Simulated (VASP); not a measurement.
# Sb (R-3m) in VASP: notebook

The runs below take Sb through single point, with r2SCAN.

Program: VASP 6.6.1. These are calculated values, not measurements. Logs are shortened: lines on timing, memory, paths and dates and some standing lists are left out, and cuts for length are marked.

## (1) The cell of the first run

The structure is trigonal, space group R-3m (No. 166). The conventional cell has a = 4.341 Å, b = 4.341 Å, c = 11.613 Å, α = 90.00°, β = 90.00°, γ = 120.00°. Sb (site symmetry 3m) has 6 Sb at 2.92 to 3.45 Å within 3.8 Å.

## (2) Single point, r2SCAN

The input, POSCAR:

```
Sb
1.0
    2.1706020527      1.2531976795      3.8710910875
   -2.1706020527      1.2531976795      3.8710910875
    0.0000000000     -2.5063953589      3.8710910875
Sb
2
Direct
    0.2313018333      0.2313018333      0.2313018333
    0.7686981667      0.7686981667      0.7686981667
```

The input, INCAR.step1:

```
ALGO = Normal
EDIFF = 1E-4
ENCUT = 520
GGA = PE
ISMEAR = 0
LASPH = T
LCHARG = F
LREAL = F
LWAVE = T
NBANDS = 12
NELM = 60
PREC = Accurate
SIGMA = 0.1
```

The input, INCAR.step2:

```
ALGO = Normal
EDIFF = 1E-6
ENCUT = 520
ISIF = 2
ISMEAR = 0
ISTART = 1
LASPH = T
LCHARG = F
LMIXTAU = T
LREAL = F
LWAVE = F
METAGGA = R2SCAN
NBANDS = 12
NELM = 60
PREC = Accurate
SIGMA = 0.1
```

The input, KPOINTS:

```
k-points
0
Gamma
  9 9 9
```

Potentials or basis: VASP PAW PBE potentials, release 64 (Sb).

The run is started by

```bash
$ cat potpaw_PBE.64/Sb/POTCAR > POTCAR
$ cp INCAR.step1 INCAR
$ mpirun -np 1 vasp_std > vasp.out
$ cp INCAR.step2 INCAR
$ mpirun -np 1 vasp_std > vasp.out
```

OUTCAR:

```text
EDIFF = 1E-6
   ENCUT = 520
   ISIF = 2
   ISMEAR = 0
   ISTART = 1
   LASPH = T
   LREAL = F
   METAGGA = R2SCAN
   NELM = 60
   PREC = Accurate

 ion  position               nearest neighbor table
   1  0.231  0.231  0.231-   2 2.92   2 2.92   2 2.92   2 3.45   2 3.45   2 3.45
   2  0.769  0.769  0.769-   1 2.92   1 2.92   1 2.92   1 3.45   1 3.45   1 3.45

  LATTYP: Found a trigonal (rhomboedric) cell.
 ALAT       =     4.6116552238
 COS(alpha) =     0.5569255040

  Lattice vectors:

 A1 = (   2.1706020527,   1.2531976795,   3.8710910875)
 A2 = (  -2.1706020527,   1.2531976795,   3.8710910875)
 A3 = (   0.0000000000,  -2.5063953589,   3.8710910875)

Analysis of symmetry for initial positions (statically):
=====================================================================
 Subroutine PRICEL returns:
 Original cell was already a primitive cell.

 Routine SETGRP: Setting up the symmetry group for a
 trigonal (rhombohedral) supercell.

 Subroutine GETGRP returns: Found 12 space group operations
 (whereof 12 operations were pure point group operations)
 out of a pool of 12 trial point group operations.

The static configuration has the point symmetry D_3d.

Analysis of symmetry for dynamics (positions and initial velocities):
=====================================================================
 Subroutine PRICEL returns:
 Original cell was already a primitive cell.

 Routine SETGRP: Setting up the symmetry group for a
 trigonal (rhombohedral) supercell.

 Subroutine GETGRP returns: Found 12 space group operations
 (whereof 12 operations were pure point group operations)
 out of a pool of 12 trial point group operations.

The dynamic configuration has the point symmetry D_3d.

 Subroutine INISYM returns: Found 12 space group operations
 (whereof 12 operations are pure point group operations),
 and found     1 'primitive' translations

----------------------------------------------------------------------------------------

                                     Primitive cell

  volume of cell :      63.1807

  direct lattice vectors                    reciprocal lattice vectors
     2.170602053  1.253197679  3.871091087     0.230350837  0.132993118  0.086108367
    -2.170602053  1.253197679  3.871091087    -0.230350837  0.132993118  0.086108367
     0.000000000 -2.506395359  3.871091087     0.000000000 -0.265986236  0.086108367

  length of vectors
[... 91 lines left out ...]
   TEBEG  =    0.0;   TEEND  =   0.0 temperature during run
   PSTRESS=    0.0 pullay stress
   NELECT =      10.0000    total number of electrons
   NUPDOWN=      -1.0000    fix difference up-down
   EMIN   =  10.00;   EMAX   =-10.00  energy-range for DOS
   EFERMI =   0.00;   METHOD = LEGACY
   ISMEAR =     0;   SIGMA  =   0.10  broadening in eV -4-tet -1-fermi 0-gaus
   EFERMI_NEDOS =   21; number of points for ismear=-14 and -15
   IALGO  =     38    algorithm
   IMIX   =      4    mixing-type and parameters
     AMIX     =   0.40;   BMIX     =  1.00
     AMIX_MAG =   1.60;   BMIX_MAG =  1.00
  volume/ion in A,a.u.               =      31.59       213.18
  Fermi-wavevector in a.u.,A,eV,Ry     =   0.885551  1.673448 10.669686  0.784200
  Thomas-Fermi vector in A             =   2.006599
   LORBIT       =      0    0 simple, 1 ext, 2 COOP (PROOUT), +10 PAW based schemes
   METAGGA = R2SCAN    functional components
   LHFCALC =     F    Hartree Fock is set to
   AEXX    =    0.0000 exact exchange contribution
   IVDW    =     0    specifies the selected vdW correction
   LEPSILON=     F    determine dielectric tensor
   LRPA    =     F    only Hartree local field effects (RPA)
 non-spin polarized calculation
 Gauss-broadening in eV      SIGMA  =   0.10
  energy-cutoff  :      520.00
  volume of cell :       63.18
 maximum number of plane-waves:      1715
   NGX = 17   NGY = 17   NGZ = 17

 number of electron      10.0000000 magnetization

 Free energy of the ion-electron system (eV)
  ---------------------------------------------------
  ext. energy  EPLUGINS =         0.00000000
  ---------------------------------------------------
  free energy    TOTEN  =       -51.39855658 eV

  energy without entropy =      -51.39784331  energy(sigma->0) =      -51.39819994

 E-fermi :   6.7418     XC(G=0):  -9.7781

 val. band max:        6.6706956161   @ k =   0.3333   0.2222   0.2222
 cond. band min:       6.8016154314   @ k =   0.4444   0.0000   0.0000
 fundamental gap:      0.1309198153
 Fermi energy:         6.7417949120

 k-point     1 :       0.0000    0.0000    0.0000
  band No.  band energies     occupation
      1      -6.3500      2.00000
      2       1.6551      2.00000
      3       4.4798      2.00000
      4       4.7953      2.00000
      5       4.7953      2.00000
      6       8.6145      0.00000
      7       9.3501      0.00000
      8       9.3501      0.00000
      9      12.2972      0.00000
     10      12.2972      0.00000
     11      12.5207      0.00000
     12      13.8830      0.00000
[... 331 lines left out ...]
 k-point    24 :       0.4444    0.4444    0.0000
  band No.  band energies     occupation
      1      -4.1502      2.00000
      2      -1.5417      2.00000
      3       1.4862      2.00000
      4       2.9737      2.00000
      5       3.0233      2.00000
      6       8.4615      0.00000
      7      11.5318      0.00000
      8      12.4019      0.00000
      9      13.1171      0.00000
     10      15.5214      0.00000
     11      16.7562      0.00000
     12      17.6520      0.00000

 [... further k-points ...]

------------------------ aborting loop because EDIFF is reached ----------------------------------------

  FORCE on cell =-STRESS in cart. coord.  units (eV):
  Direction    XX          YY          ZZ          XY          YZ          ZX
  --------------------------------------------------------------------------------------
  -------------------------------------------------------------------------------------
  Total        0.0670211      0.0670211      0.0202940      0.0000000      0.0000000      0.0000000
  in kB        1.6995637      1.6995637      0.5146284      0.0000000      0.0000000      0.0000000
  external PRESSURE =       1.3045853 kB  Pullay stress =       0.0000000 kB

 VOLUME and BASIS-vectors are now :
 -----------------------------------------------------------------------------
  energy-cutoff  :      520.00
  volume of cell :       63.18
      direct lattice vectors                 reciprocal lattice vectors
     2.170602053  1.253197679  3.871091087     0.230350837  0.132993118  0.086108367
    -2.170602053  1.253197679  3.871091087    -0.230350837  0.132993118  0.086108367
     0.000000000 -2.506395359  3.871091087     0.000000000 -0.265986236  0.086108367

 POSITION                                       TOTAL-FORCE (eV/Angst)
 -----------------------------------------------------------------------------------
      0.00000      0.00000      2.68617         0.000000      0.000000      0.048207
      0.00000      0.00000      8.92710         0.000000     -0.000000     -0.048207
 -----------------------------------------------------------------------------------
    total drift:                                0.000000     -0.000000      0.000000

  FREE ENERGIE OF THE ION-ELECTRON SYSTEM (eV)
  ---------------------------------------------------
  free  energy   TOTEN  =       -51.3985565754 eV

  energy  without entropy=      -51.3978433099  energy(sigma->0) =      -51.39819994
```

OUTCAR.step1:

```text
EDIFF = 1E-4
   ENCUT = 520
   GGA = PE
   ISMEAR = 0
   LASPH = T
[... 581 lines left out ...]
 -----------------------------------------------------------------------------------
      0.00000      0.00000      2.68617         0.000000      0.000000      0.216463
      0.00000      0.00000      8.92710         0.000000     -0.000000     -0.216463
 -----------------------------------------------------------------------------------
    total drift:                                0.000000     -0.000000      0.000000

  FREE ENERGIE OF THE ION-ELECTRON SYSTEM (eV)
  ---------------------------------------------------
  free  energy   TOTEN  =        -8.2747138047 eV

  energy  without entropy=       -8.2738985820  energy(sigma->0) =       -8.27430619
```

OSZICAR.step1:

```text
N       E                     dE             d eps       ncg     rms          rms(c)
DAV:   1     0.353965679695E+02    0.35397E+02   -0.35467E+03  2040   0.655E+02
DAV:   2    -0.621378830246E+01   -0.41610E+02   -0.40025E+02  2716   0.106E+02
DAV:   3    -0.825904047614E+01   -0.20453E+01   -0.20345E+01  2528   0.261E+01
DAV:   4    -0.827709887715E+01   -0.18058E-01   -0.18057E-01  2364   0.299E+00
DAV:   5    -0.827733720198E+01   -0.23832E-03   -0.23832E-03  2528   0.374E-01    0.290E+00
DAV:   6    -0.827543997775E+01    0.18972E-02   -0.29977E-03  2364   0.352E-01    0.175E+00
DAV:   7    -0.827455789293E+01    0.88208E-03   -0.70975E-03  2428   0.536E-01    0.780E-02
DAV:   8    -0.827467850863E+01   -0.12062E-03   -0.25186E-04  2468   0.950E-02    0.269E-02
DAV:   9    -0.827471380470E+01   -0.35296E-04   -0.49884E-05  1668   0.427E-02
   1 F= -.82747138E+01 E0= -.82743062E+01  d E =-.815223E-03
```

Wall time 1.8 min (1 thread of Intel Xeon 6975P-C (Granite Rapids), shared host); peak memory 0.24 GiB.

Results:

```
Free energy            : -51.3986 eV
Pressure               : 0.1 GPa
Largest force          : 0.048 eV/Å
Band gap on the k mesh : 0.13 eV, indirect (least direct gap 0.58 eV)
```

Forces on the atoms (eV/Å):
```
Sb   0.000  0.000  0.048
Sb   0.000  0.000 -0.048
```

Caveat: the PAW data sets were made with another functional, which shifts forces and pressure a little; spin-orbit coupling is left out, which moves the levels of the heavy elements.

## (3) Single point, r2SCAN

POSCAR is that of step 2.

The input, INCAR.step1:

```
ALGO     = Normal         # electronic algorithm
EDIFF    = 1E-4           # SCF threshold, eV
ENCUT    = 520            # plane-wave cutoff, eV
GGA      = PE             # functional
ISMEAR   = 0              # smearing method
LASPH    = T              # aspherical terms in the spheres
LCHARG   = F              # write CHGCAR
LREAL    = F              # projectors in reciprocal space
LWAVE    = T              # write WAVECAR
NBANDS   = 12             # bands
NELM     = 60             # most SCF steps
PREC     = Accurate       # precision mode
SIGMA    = 0.2            # smearing width, eV
```

The input, INCAR.step2:

```
ALGO     = Normal         # electronic algorithm
EDIFF    = 1E-6           # SCF threshold, eV
ENCUT    = 520            # plane-wave cutoff, eV
ISIF     = 2              # what is computed and relaxed
ISMEAR   = 0              # smearing method
ISTART   = 1            
LASPH    = T              # aspherical terms in the spheres
LCHARG   = F              # write CHGCAR
LMIXTAU  = T            
LREAL    = F              # projectors in reciprocal space
LWAVE    = F              # write WAVECAR
METAGGA  = R2SCAN         # meta-GGA
NBANDS   = 12             # bands
NELM     = 60             # most SCF steps
PREC     = Accurate       # precision mode
SIGMA    = 0.2            # smearing width, eV
```

KPOINTS is that of step 2.

Potentials or basis: VASP PAW PBE potentials, release 64 (Sb).

The run is started by

```bash
$ cat potpaw_PBE.64/Sb/POTCAR > POTCAR
$ cp INCAR.step1 INCAR
$ mpirun -np 1 vasp_std > vasp.out
$ cp INCAR.step2 INCAR
$ mpirun -np 1 vasp_std > vasp.out
```

Run time: 1.8 min. Hardware: 1 thread of Intel Xeon 6975P-C (Granite Rapids), shared host; peak memory 0.24 GiB.

The run converged. Its results:

```
Free energy            : -51.3996 eV
Pressure               : 0.1 GPa
Largest force          : 0.049 eV/Å
Band gap on the k mesh : 0.13 eV, indirect (least direct gap 0.58 eV)
```

Forces on the atoms (eV/Å):
```
Sb   0.000  0.000  0.049
Sb   0.000  0.000 -0.049
```

Stress tensor (GPa, compression positive):
```
0.15 0.00 0.00
0.00 0.15 0.00
0.00 0.00 0.07
```

Levels at points of the mesh, in eV from the valence-band top:
```
           k point  band 2  band 3  band 4  band 5  band 6  band 7  band 8  band 9
(0.00, 0.00, 0.00)   -5.02   -2.19   -1.88   -1.88    1.94    2.68    2.68    5.63
```

Caveat: the PAW data sets were made with another functional, which shifts forces and pressure a little; spin-orbit coupling is left out, which moves the levels of the heavy elements.

## (4) Single point, r2SCAN

POSCAR is that of step 3.

The input, INCAR.step1:

```
  ALGO = Normal
  EDIFF = 1E-4
  ENCUT = 520
  GGA = PE
  ISMEAR = 0
  LASPH = True
  LCHARG = False
  LREAL = False
  LWAVE = True
  NBANDS = 12
  NELM = 60
  PREC = Accurate
  SIGMA = 0.3
```

The input, INCAR.step2:

```
  ALGO = Normal
  EDIFF = 1E-6
  ENCUT = 520
  ISIF = 2
  ISMEAR = 0
  ISTART = 1
  LASPH = True
  LCHARG = False
  LMIXTAU = True
  LREAL = False
  LWAVE = False
  METAGGA = R2SCAN
  NBANDS = 12
  NELM = 60
  PREC = Accurate
  SIGMA = 0.3
```

KPOINTS is that of step 3.

The run is started by

```bash
$ cat potpaw_PBE.64/Sb/POTCAR > POTCAR
$ cp INCAR.step1 INCAR
$ mpirun -np 1 vasp_std > vasp.out
$ cp INCAR.step2 INCAR
$ mpirun -np 1 vasp_std > vasp.out
```

Run time: 94 s. Hardware: 1 thread of Intel Xeon 6975P-C (Granite Rapids), shared host; peak memory 0.24 GiB.

Results (log left out):

```
Free energy            : -51.4018 eV
Pressure               : 0.1 GPa
Largest force          : 0.058 eV/Å
Band gap on the k mesh : 0.13 eV, indirect (least direct gap 0.58 eV)
```

Forces on the atoms (eV/Å):
```
Sb   0.000  0.000  0.058
Sb   0.000  0.000 -0.058
```

Levels at points of the mesh, in eV from the valence-band top:
| k point | band 3 | band 4 | band 5 | band 6 | band 7 | band 8 |
| --- | --- | --- | --- | --- | --- | --- |
| (0.00, 0.00, 0.00) | -2.19 | -1.88 | -1.88 | 1.94 | 2.68 | 2.68 |

Caveat: the PAW data sets were made with another functional, which shifts forces and pressure a little; spin-orbit coupling is left out, which moves the levels of the heavy elements. A k mesh can miss the band edges.

## (5) Single point, r2SCAN

POSCAR is that of step 4.

The input, INCAR.step1:

```
SYSTEM = Sb
PREC = Accurate
ENCUT = 520
ISMEAR = 0
SIGMA = 0.6
LREAL = .False.
LASPH = .True.
NELM = 60
NBANDS = 12
GGA = PE
ALGO = Normal
EDIFF = 1E-4
LWAVE = .True.
LCHARG = .False.
```

The input, INCAR.step2:

```
SYSTEM = Sb
PREC = Accurate
ENCUT = 520
EDIFF = 1E-6
ISMEAR = 0
SIGMA = 0.6
LREAL = .False.
LASPH = .True.
NELM = 60
ALGO = Normal
ISIF = 2
LWAVE = .False.
LCHARG = .False.
METAGGA = R2SCAN
LMIXTAU = .True.
NBANDS = 12
ISTART = 1
```

The input, KPOINTS:

```
Automatic mesh
0
Gamma
  9 9 9
  0 0 0
```

The run is started by

```bash
$ cat potpaw_PBE.64/Sb/POTCAR > POTCAR
$ cp INCAR.step1 INCAR
$ mpirun -np 1 vasp_std > vasp.out
$ cp INCAR.step2 INCAR
$ mpirun -np 1 vasp_std > vasp.out
```

Wall time 95 s (1 thread of Intel Xeon 6975P-C (Granite Rapids), shared host); peak memory 0.24 GiB.

It converged, with:

```
Free energy            : -51.4243 eV
Pressure               : 0.1 GPa
Largest force          : 0.116 eV/Å
Band gap on the k mesh : 0.13 eV, indirect (least direct gap 0.58 eV)
```

Forces in eV/Å, atoms in the order of the input:
```
Sb   0.000  0.000  0.116
Sb   0.000  0.000 -0.116
```

Stress tensor (GPa, compression positive):
```
0.06 0.00 0.00
0.00 0.06 0.00
0.00 0.00 0.17
```

Levels at points of the mesh, in eV from the valence-band top:
| k point | band 2 | band 3 | band 4 | band 5 | band 6 | band 7 | band 8 | band 9 |
| --- | --- | --- | --- | --- | --- | --- | --- | --- |
| (0.00, 0.00, 0.00) | -5.02 | -2.19 | -1.88 | -1.88 | 1.95 | 2.68 | 2.68 | 5.63 |

Caveat: the PAW data sets were made with another functional, which shifts forces and pressure a little; spin-orbit coupling is left out, which moves the levels of the heavy elements. A k mesh can miss the band edges.

## (6) Overview

| smearing | gap on the mesh (eV) | pressure (GPa) | largest force (eV/Å) |
| --- | --- | --- | --- |
| gaussian 0.1 eV | 0.13 | 0.1 | 0.05 |
| gaussian 0.2 eV | 0.13 | 0.1 | 0.05 |
| gaussian 0.3 eV | 0.13 | 0.1 | 0.06 |
| gaussian 0.6 eV | 0.13 | 0.1 | 0.12 |

Alike in all rows: task single point; level r2SCAN; potentials or basis VASP PAW PBE potentials, release 64 (Sb); no spin polarisation; cell as given; k mesh 9 × 9 × 9; cutoff (eV) 520.

On the cell as given the gap runs from 0.13 eV (r2SCAN) to 0.13 eV (r2SCAN).

Caveats: the PAW data sets were made with another functional, which shifts forces and pressure a little; spin-orbit coupling is left out, which moves the levels of the heavy elements.

Absolute energies hang on the potentials; compare differences alone.
